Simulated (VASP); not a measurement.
# Cu: single point with LDA

Cu:

```xyz
2
Lattice="2.5341 0.0000 0.0000 -1.2670 2.1946 0.0000 0.0000 0.0000 4.1126" Properties=species:S:1:pos:R:3 pbc="T T T"
Cu    1.2670    0.7315    3.0844
Cu    0.0000    1.4631    1.0281
```

| Property | Result |
| --- | --- |
| Program | VASP 6.6.1 |
| Task | single point |
| Functional | LDA |
| Potentials or basis | VASP PAW LDA potentials, release 64 (Cu_sv_GW) |
| Cutoff | 700 eV |
| k mesh | 10 × 10 × 6 |
| Occupations | gaussian, width 0.05 eV |
| Spin | no spin polarisation |
| Dipole correction | no |
| Second run | valence_matched |
| Further INCAR settings | ALGO = Normal; EDIFF = 1e-06; NBANDS = 26 |

```yaml
Pressure: -11.8 GPa
Band_gap_on_the_k_mesh: zero (band 19 reaches 10.69 eV, above the bottom of band 20 at 5.60 eV)
```

Stress tensor (GPa, compression positive):
```
-11.69   0.00   0.00
  0.00 -11.69   0.00
  0.00   0.00 -11.93
```

Levels at points of the mesh, in eV from the Fermi level:
| k point | band 16 | band 17 | band 18 | band 19 | band 20 | band 21 | band 22 | band 23 |
| --- | --- | --- | --- | --- | --- | --- | --- | --- |
| (0.00, 0.00, 0.00) | -2.49 | -2.49 | -1.67 | -1.67 | -0.98 | 4.05 | 21.72 | 22.01 |
| (0.50, 0.00, 0.00) | -1.58 | -1.51 | -1.47 | 0.07 | 1.66 | 7.98 | 8.35 | 11.06 |
| (0.00, 0.00, 0.50) | -3.05 | -1.91 | -1.91 | -1.91 | -1.91 | 12.93 | 12.93 | 22.41 |
| (0.50, 0.00, 0.50) | -1.87 | -1.51 | -1.51 | 0.51 | 0.51 | 5.05 | 5.05 | 16.34 |

It took 36 s on 1 thread of Intel(R) Xeon(R) Platinum 8259CL CPU @ 2.50GHz (Skylake/Cascade Lake), on a shared host, peak memory 0.18 GiB.
